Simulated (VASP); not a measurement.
# Na2Cl (R-3m) in VASP: a series of runs

The runs below take Na2Cl through single point, relaxation of cell and atoms, with PBEsol.

Program: VASP 6.6.1. These are calculated values, not measurements. Logs are shortened: lines on timing, memory, paths and dates and some standing lists are left out, and cuts for length are marked.

### 1 The cell of the first run

Symmetry: R-3m, No. 166, trigonal system. Conventional cell: a = 3.864 Å, b = 3.864 Å, c = 19.926 Å, α = 90.00°, β = 90.00°, γ = 120.00°. Within 3.7 Å of Na (site symmetry 3m) lie 3 Cl at 2.81 Å. Cl (site symmetry -3m) has 6 Na at 2.81 Å within 3.7 Å.

### 2 Single point, PBEsol

Input file INCAR:

```
PREC = Accurate ; ENCUT = 500
EDIFF = 1E-6 ; ISMEAR = -1
SIGMA = 0.02 ; LREAL = F
LASPH = T ; NELM = 120
ALGO = Normal ; ISIF = 2
LWAVE = F ; LCHARG = F
GGA = PS ; NBANDS = 18
GGA_COMPAT = F
```

Input file KPOINTS:

```
Automatic mesh
0
Gamma
  6 6 6
```

Input file POSCAR:

```
Na2Cl
1.0
    1.9320446407      1.1154664950      6.6418479318
   -1.9320446407      1.1154664950      6.6418479318
    0.0000000000     -2.2309329852      6.6418479326
Na Cl
2 1
Direct
    0.7521685079      0.7521685079      0.7521685079
    0.2478314921      0.2478314921      0.2478314921
    0.0000000000      0.0000000000      0.0000000000
```

Potentials or basis: VASP PAW PBE potentials, release 64 (Na_pv, Cl).

Launch:

```console
$ cat potpaw_PBE.64/Na_pv/POTCAR potpaw_PBE.64/Cl/POTCAR > POTCAR
$ mpirun -np 1 vasp_std > vasp.out
```

OUTCAR:

```text
PREC = Accurate
   ENCUT = 500
   EDIFF = 1E-6
   ISMEAR = -1
   LREAL = F
   LASPH = T
   NELM = 120
   ISIF = 2
   GGA = PS

 ion  position               nearest neighbor table
   1  0.752  0.752  0.752-
   2  0.248  0.248  0.248-
   3  0.000  0.000  0.000-

  LATTYP: Found a trigonal (rhomboedric) cell.
 ALAT       =     7.0065116816
 COS(alpha) =     0.8479240254

  Lattice vectors:

 A1 = (   1.9320446407,   1.1154664950,   6.6418479318)
 A2 = (  -1.9320446407,   1.1154664950,   6.6418479318)
 A3 = (   0.0000000000,  -2.2309329852,   6.6418479326)

Analysis of symmetry for initial positions (statically):
=====================================================================
 Subroutine PRICEL returns:
 Original cell was already a primitive cell.

 Routine SETGRP: Setting up the symmetry group for a
 trigonal (rhombohedral) supercell.

 Subroutine GETGRP returns: Found 12 space group operations
 (whereof 12 operations were pure point group operations)
 out of a pool of 12 trial point group operations.

The static configuration has the point symmetry D_3d.

Analysis of symmetry for dynamics (positions and initial velocities):
=====================================================================
 Subroutine PRICEL returns:
 Original cell was already a primitive cell.

 Routine SETGRP: Setting up the symmetry group for a
 trigonal (rhombohedral) supercell.

 Subroutine GETGRP returns: Found 12 space group operations
 (whereof 12 operations were pure point group operations)
 out of a pool of 12 trial point group operations.

The dynamic configuration has the point symmetry D_3d.

 Subroutine INISYM returns: Found 12 space group operations
 (whereof 12 operations are pure point group operations),
 and found     1 'primitive' translations

----------------------------------------------------------------------------------------

                                     Primitive cell

  volume of cell :      85.8843

  direct lattice vectors                    reciprocal lattice vectors
     1.932044641  1.115466495  6.641847932     0.258793192  0.149414319  0.050186836
    -1.932044641  1.115466495  6.641847932    -0.258793192  0.149414319  0.050186836
     0.000000000 -2.230932985  6.641847933     0.000000000 -0.298828638  0.050186836

  length of vectors
     7.006511682  7.006511682  7.006511682     0.303013653  0.303013653  0.303013653

  position of ions in fractional coordinates (direct lattice)
     0.752168508  0.752168508  0.752168508
     0.247831492  0.247831492  0.247831492
     0.000000000  0.000000000  0.000000000

  ion indices of the primitive-cell ions
   primitive index   ion index
                 1           1
                 2           2
                 3           3

----------------------------------------------------------------------------------------

 KPOINTS: Automatic mesh

Automatic generation of k-mesh.
 Grid dimensions read from file:
 generate k-points for:    6    6    6

 Generating k-lattice:

  Cartesian coordinates                     Fractional coordinates (reciprocal lattice)
     0.043132199  0.024902387  0.008364473     0.166666667  0.000000000  0.000000000
    -0.043132199  0.024902387  0.008364473     0.000000000  0.166666667  0.000000000
     0.000000000 -0.049804773  0.008364473    -0.000000000 -0.000000000  0.166666667

  Length of vectors
     0.050502275  0.050502275  0.050502275

  Shift w.r.t. Gamma in fractional coordinates (k-lattice)
     0.000000000  0.000000000  0.000000000

 Subroutine IBZKPT returns following result:
 ===========================================

 Found     32 irreducible k-points:

 Following reciprocal coordinates:
            Coordinates               Weight
  0.000000  0.000000  0.000000      1.000000
  0.166667 -0.000000  0.000000      6.000000
  0.333333  0.000000  0.000000      6.000000
  0.500000  0.000000  0.000000      3.000000
  0.166667  0.166667  0.000000      6.000000
  0.333333  0.166667 -0.000000     12.000000
[... 16 lines left out ...]
  0.500000  0.500000  0.166667      6.000000
 -0.333333  0.500000  0.166667     12.000000
 [... further k-points ...]
   k-points           NKPTS =     32   k-points in BZ     NKDIM =     32   number of bands    NBANDS=     18
   number of dos      NEDOS =    301   number of ions     NIONS =      3
   total plane-waves  NPLWV = 157464
   dimension x,y,z NGX =    54 NGY =   54 NGZ =   54
   dimension x,y,z NGXF=   108 NGYF=  108 NGZF=  108
   ions per type =               2   1
   NGX,Y,Z   is equivalent  to a cutoff of  12.81, 12.81, 12.81 a.u.
   NGXF,Y,Z  is equivalent  to a cutoff of  25.63, 25.63, 25.63 a.u.
 SYSTEM =  unknown system
   PREC   = accura    normal or accurate (medium, high low for compatibility)
   ISTART =      0    job   : 0-new  1-cont  2-samecut
   ICHARG =      2    charge: 1-file 2-atom 10-const
   ISPIN  =      1    spin polarized calculation?
   LNONCOLLINEAR =      F non collinear calculations
   LSORBIT =      F    spin-orbit coupling
   LASPH  =      T    aspherical Exc in radial PAW
   ENCUT  =  500.0 eV  36.75 Ry    6.06 a.u.  12.77 12.77 12.77*2*pi/ulx,y,z
   NELM   =    120;   NELMIN=  2; NELMDL= -5     # of ELM steps
   EDIFF  = 0.1E-05   stopping-criterion for ELM
   LREAL  =      F    real-space projection
   EDIFFG = 0.1E-04   stopping-criterion for IOM
   NSW    =      0    number of steps for IOM
   IBRION =     -1    ionic relax: 0-MD 1-quasi-New 2-CG
   NFREE  =      0    steps in history (QN), initial steepest desc. (CG)
   ISIF   =      2    stress and relaxation
   ISYM   =      2    0-nonsym 1-usesym 2-fastsym
   POTIM  = 0.5000    time-step for ionic-motion
   TEBEG  =    0.0;   TEEND  =   0.0 temperature during run
   PSTRESS=    0.0 pullay stress
   NELECT =      21.0000    total number of electrons
   NUPDOWN=      -1.0000    fix difference up-down
   EMIN   =  10.00;   EMAX   =-10.00  energy-range for DOS
   EFERMI =   0.00;   METHOD = LEGACY
   ISMEAR =    -1;   SIGMA  =   0.02  broadening in eV -4-tet -1-fermi 0-gaus
   EFERMI_NEDOS =   21; number of points for ismear=-14 and -15
   IALGO  =     38    algorithm
   IMIX   =      4    mixing-type and parameters
     AMIX     =   0.40;   BMIX     =  1.00
     AMIX_MAG =   1.60;   BMIX_MAG =  1.00
  volume/ion in A,a.u.               =      28.63       193.19
  Fermi-wavevector in a.u.,A,eV,Ry     =   1.023709  1.934530 14.258643  1.047981
  Thomas-Fermi vector in A             =   2.157457
   LORBIT       =      0    0 simple, 1 ext, 2 COOP (PROOUT), +10 PAW based schemes
   GGA     = PS    functional components
   LHFCALC =     F    Hartree Fock is set to
   AEXX    =    0.0000 exact exchange contribution
   IVDW    =     0    specifies the selected vdW correction
   LEPSILON=     F    determine dielectric tensor
   LRPA    =     F    only Hartree local field effects (RPA)
 non-spin polarized calculation
  energy-cutoff  :      500.00
  volume of cell :       85.88
 maximum number of plane-waves:      2197
 NGX is ok and might be reduce to    54
   NGX = 25   NGY = 25   NGZ = 25

 number of electron      20.9999999 magnetization

 Free energy of the ion-electron system (eV)
  ---------------------------------------------------
  ext. energy  EPLUGINS =         0.00000000
  ---------------------------------------------------
  free energy    TOTEN  =        -8.12139713 eV

  energy without entropy =       -8.12027177  energy(sigma->0) =       -8.12083445

 E-fermi :   1.7547     XC(G=0):  -7.3310

 val. band max:        1.7267490224   @ k =   0.5000   0.5000   0.1667
 cond. band min:       1.7823710094   @ k =  -0.3333   0.3333   0.3333
 fundamental gap:      0.0556219871
 Fermi energy:         1.7546782993

 k-point     1 :       0.0000    0.0000    0.0000
  band No.  band energies     occupation
      1     -23.0811      2.00000
      2     -23.0783      2.00000
      3     -23.0783      2.00000
      4     -23.0761      2.00000
      5     -23.0761      2.00000
      6     -23.0558      2.00000
[... 10 lines left out ...]
     17      10.6085      0.00000
     18      10.6085      0.00000

 k-point     2 :       0.1667   -0.0000    0.0000
  band No.  band energies     occupation
      1     -23.0839      2.00000
      2     -23.0829      2.00000
      3     -23.0794      2.00000
      4     -23.0775      2.00000
      5     -23.0770      2.00000
      6     -23.0563      2.00000
[... 10 lines left out ...]
     17       9.7543      0.00000
     18       9.8629      0.00000

 k-point     3 :       0.3333    0.0000    0.0000
  band No.  band energies     occupation
      1     -23.0958      2.00000
      2     -23.0934      2.00000
      3     -23.0816      2.00000
      4     -23.0805      2.00000
      5     -23.0702      2.00000
      6     -23.0584      2.00000
[... 10 lines left out ...]
     17       9.3864      0.00000
     18      10.0352      0.00000

 k-point     4 :       0.5000    0.0000    0.0000
  band No.  band energies     occupation
      1     -23.1018      2.00000
      2     -23.0985      2.00000
      3     -23.0823      2.00000
      4     -23.0823      2.00000
      5     -23.0632      2.00000
      6     -23.0629      2.00000
[... 375 lines left out ...]
      4     -23.0835      2.00000
      5     -23.0663      2.00000
      6     -23.0590      2.00000
[... 10 lines left out ...]
     17       8.7572      0.00000
     18       9.8933      0.00000

 k-point    23 :       0.5000    0.5000    0.1667
  band No.  band energies     occupation
      1     -23.0983      2.00000
      2     -23.0927      2.00000
      3     -23.0830      2.00000
      4     -23.0790      2.00000
      5     -23.0665      2.00000
      6     -23.0603      2.00000
[... 10 lines left out ...]
     17       9.5781      0.00000
     18      10.0779      0.00000

 k-point    24 :      -0.3333    0.5000    0.1667
  band No.  band energies     occupation
      1     -23.1010      2.00000
      2     -23.0955      2.00000
      3     -23.0868      2.00000
      4     -23.0833      2.00000
      5     -23.0639      2.00000
      6     -23.0605      2.00000
[... 10 lines left out ...]
     17       8.3311      0.00000
     18       9.5537      0.00000

 [... further k-points ...]
[... 5 lines left out ...]
  --------------------------------------------------------------------------------------
  -------------------------------------------------------------------------------------
  Total       -0.0310283     -0.0310283      0.0042959      0.0000000      0.0000000      0.0000000
  in kB       -0.5788352     -0.5788352      0.0801399      0.0000000      0.0000000      0.0000000
  external PRESSURE =      -0.3591768 kB  Pullay stress =       0.0000000 kB

 VOLUME and BASIS-vectors are now :
 -----------------------------------------------------------------------------
  energy-cutoff  :      500.00
  volume of cell :       85.88
      direct lattice vectors                 reciprocal lattice vectors
     1.932044641  1.115466495  6.641847932     0.258793192  0.149414319  0.050186836
    -1.932044641  1.115466495  6.641847932    -0.258793192  0.149414319  0.050186836
     0.000000000 -2.230932985  6.641847933     0.000000000 -0.298828638  0.050186836

 POSITION                                       TOTAL-FORCE (eV/Angst)
 -----------------------------------------------------------------------------------
      0.00000      0.00000     14.98737         0.000000      0.000000      0.002407
      0.00000      0.00000      4.93818         0.000000     -0.000000     -0.002407
      0.00000      0.00000      0.00000         0.000000      0.000000      0.000000
 -----------------------------------------------------------------------------------
    total drift:                               -0.000000      0.000000     -0.000000

  FREE ENERGIE OF THE ION-ELECTRON SYSTEM (eV)
  ---------------------------------------------------
  free  energy   TOTEN  =        -8.1213971346 eV

  energy  without entropy=       -8.1202717674  energy(sigma->0) =       -8.12083445
```

It used 240 s of CPU time on 1 thread of AMD EPYC 7R13 Processor (Zen 3) (shared host).

What came out:

| Quantity | Value |
| --- | --- |
| Free energy | -8.1214 eV |
| Pressure | 0.0 GPa |

Forces in eV/Å, atoms in the order of the input:
```
Na   0.000  0.000  0.002
Na   0.000  0.000 -0.002
Cl   0.000  0.000  0.000
```

Caveat: the PAW data sets were made with another functional, which shifts forces and pressure a little; an odd number of electrons without spin polarisation forces a metal; a magnetic or distorted state may lie lower.

### 3 Relaxation of cell and atoms, PBEsol

This run uses another cell than the first one, of 30.07 Å³/atom, 1.051 times its volume.

Input file INCAR:

```
SYSTEM = Na2Cl
ALGO     = Normal         ! electronic algorithm
EDIFF    = 1E-7           ! SCF threshold, eV
EDIFFG   = -0.01          ! ionic threshold
ENCUT    = 500            ! plane-wave cutoff, eV
GGA      = PS             ! functional
GGA_COMPAT= .False.      
IBRION   = 2              ! ionic algorithm
ISIF     = 3              ! what is computed and relaxed
ISMEAR   = -1             ! smearing method
LASPH    = .True.         ! aspherical terms in the spheres
LCHARG   = .False.        ! write CHGCAR
LREAL    = .False.        ! projectors in reciprocal space
LWAVE    = .False.        ! write WAVECAR
NELM     = 120            ! most SCF steps
NELMIN   = 4            
NSW      = 80             ! ionic steps
PREC     = Accurate       ! precision mode
SIGMA    = 0.02           ! smearing width, eV
```

Input file KPOINTS:

```
k-points
0
Gamma
  6 6 6
  0 0 0
```

Input file POSCAR:

```
Na2Cl
1.0
    1.9673871900      1.1358715300      6.7290776100
   -1.9673871900      1.1358715300      6.7290776100
    0.0000000000     -2.2717430500      6.7290776100
Na Cl
2 1
Direct
    0.7510740000      0.7510740000      0.7510740000
    0.2489260000      0.2489260000      0.2489260000
    0.0000000000      0.0000000000      0.0000000000
```

Potentials or basis: VASP PAW PBE potentials, release 64 (Na_pv, Cl).

Launch:

```console
$ cat potpaw_PBE.64/Na_pv/POTCAR potpaw_PBE.64/Cl/POTCAR > POTCAR
$ mpirun -np 1 vasp_std > vasp.out
```

OUTCAR:

```text
SYSTEM = Na2Cl
   EDIFF = 1E-7
   EDIFFG = -0.01
   ENCUT = 500
   GGA = PS
   IBRION = 2
   ISIF = 3
   ISMEAR = -1
   LASPH = .True.
   LREAL = .False.
   NELM = 120
   NELMIN = 4
   NSW = 80
   PREC = Accurate

 ion  position               nearest neighbor table
   1  0.751  0.751  0.751-
   2  0.249  0.249  0.249-
   3  0.000  0.000  0.000-

  LATTYP: Found a trigonal (rhomboedric) cell.
 ALAT       =     7.1022040220
 COS(alpha) =     0.8465300371

  Lattice vectors:

 A1 = (   1.9673871900,   1.1358715300,   6.7290776100)
 A2 = (  -1.9673871900,   1.1358715300,   6.7290776100)
 A3 = (   0.0000000000,  -2.2717430500,   6.7290776100)

Analysis of symmetry for initial positions (statically):
=====================================================================
 Subroutine PRICEL returns:
 Original cell was already a primitive cell.

 Routine SETGRP: Setting up the symmetry group for a
 trigonal (rhombohedral) supercell.

 Subroutine GETGRP returns: Found 12 space group operations
 (whereof 12 operations were pure point group operations)
 out of a pool of 12 trial point group operations.
[... 174 lines left out ...]
  Total       -0.3716751     -0.3716751     -0.3121515      0.0000000     -0.0000000      0.0000000
  in kB       -6.6000656     -6.6000657     -5.5430684      0.0000000     -0.0000000      0.0000000
  external PRESSURE =      -6.2477332 kB  Pullay stress =       0.0000000 kB
[... 246 lines left out ...]
--------------------------------------- Ionic step        8  -------------------------------------------

 number of electron      21.0000000 magnetization

 Free energy of the ion-electron system (eV)
  ---------------------------------------------------
  ext. energy  EPLUGINS =         0.00000000
  ---------------------------------------------------
  free energy    TOTEN  =        -8.12234748 eV

  energy without entropy =       -8.12121534  energy(sigma->0) =       -8.12178141

 E-fermi :   1.7596     XC(G=0):  -7.3367

 val. band max:        1.7319135342   @ k =   0.5000   0.5000   0.1667
 cond. band min:       1.7870435437   @ k =  -0.3333   0.3333   0.3333
 fundamental gap:      0.0551300095
 Fermi energy:         1.7596023055

 k-point     1 :       0.0000    0.0000    0.0000
  band No.  band energies     occupation
      1     -23.0730      2.00000
      2     -23.0708      2.00000
      3     -23.0708      2.00000
      4     -23.0688      2.00000
      5     -23.0688      2.00000
      6     -23.0478      2.00000
      7     -14.9024      2.00000
      8      -3.7120      2.00000
      9      -2.3448      2.00000
     10      -2.3448      2.00000
     11      -0.1870      2.00000
     12       4.6046      0.00000
     13       4.8922      0.00000
     14       9.1836      0.00000
[... 377 lines left out ...]
      1     -23.0940      2.00000
      2     -23.0885      2.00000
      3     -23.0796      2.00000
      4     -23.0762      2.00000
      5     -23.0558      2.00000
      6     -23.0525      2.00000
      7     -14.6396      2.00000
      8      -3.9031      2.00000
      9      -3.2398      2.00000
     10      -3.0008      2.00000
     11       2.6175      0.00000
     12       4.5248      0.00000
     13       5.5804      0.00000
     14       6.2448      0.00000

 [... further k-points ...]
[... 5 lines left out ...]
  --------------------------------------------------------------------------------------
  -------------------------------------------------------------------------------------
  Total        0.0142706      0.0142706     -0.0215783     -0.0000000     -0.0000000     -0.0000000
  in kB        0.2666659      0.2666659     -0.4032194     -0.0000000     -0.0000000     -0.0000000
  external PRESSURE =       0.0433708 kB  Pullay stress =       0.0000000 kB
[... 18 lines left out ...]
  FREE ENERGIE OF THE ION-ELECTRON SYSTEM (eV)
  ---------------------------------------------------
  free  energy   TOTEN  =        -8.1223474790 eV

  energy  without entropy=       -8.1212153361  energy(sigma->0) =       -8.12178141

 reached required accuracy - stopping structural energy minimisation
```

CONTCAR:

```text
Na2Cl
   1.00000000000000
     1.9273402376399049    1.1127504109968418    6.6631401478769465
    -1.9273402376399049    1.1127504109968418    6.6631401478769465
     0.0000000000000000   -2.2255008122948650    6.6631401478935910
  Na              Cl
     2     1
Direct
     0.7520807759761706    0.7520807759761706    0.7520807759761636
     0.2479192240238292    0.2479192240238292    0.2479192240238363
     0.0000000000000000    0.0000000000000000    0.0000000000000000

  0.00000000E+00  0.00000000E+00  0.00000000E+00
  0.00000000E+00  0.00000000E+00  0.00000000E+00
  0.00000000E+00  0.00000000E+00  0.00000000E+00
```

Wall time 29 min (1 thread of AMD EPYC 7R13 (Zen 3), shared host); peak memory 0.36 GiB.

What came out:

```
Free energy                            : -8.1223 eV
Relaxed volume                         : 28.58 Å³/atom
Relaxed cell                           : a = 7.025 Å, b = 7.025 Å, c = 7.025 Å, α = 31.85°, β = 31.85°, γ = 31.85°
Space group after relaxing (to 0.05 Å) : R-3m (No. 166)
Energy gained by relaxing              : 3.0 meV/atom
Ionic steps                            : 8
Pressure after relaxing                : 0.0 GPa
Largest force after relaxing           : 0.008 eV/Å
```

Forces in eV/Å, atoms in the order of the input:
```
Na   0.000  0.000  0.008
Na   0.000  0.000 -0.008
Cl   0.000  0.000  0.000
```

The path:
```tsv
step	energy change (eV)	largest force (eV/Å)	pressure (GPa)	volume (Å³)
1	0.0000	0.0086	-0.62	90.22
2	-0.0048	0.0190	-0.40	88.70
3	-0.0073	0.0717	0.10	86.08
4	-0.0074	0.0613	0.01	86.57
5	-0.0080	0.0514	-0.01	86.43
6	-0.0089	0.0215	0.00	86.01
7	-0.0090	0.0101	-0.02	85.85
8	-0.0090	0.0077	0.00	85.74
```

Final structure:
```
CELL_PARAMETERS angstrom
1.92734 1.11275 6.66314
-1.92734 1.11275 6.66314
0.00000 -2.22550 6.66314
ATOMIC_POSITIONS crystal
Na 0.75208 0.75208 0.75208
Na 0.24792 0.24792 0.24792
Cl 0.00000 0.00000 0.00000
```

Caveat: the PAW data sets were made with another functional, which shifts forces and pressure a little; an odd number of electrons without spin polarisation forces a metal; a magnetic or distorted state may lie lower.
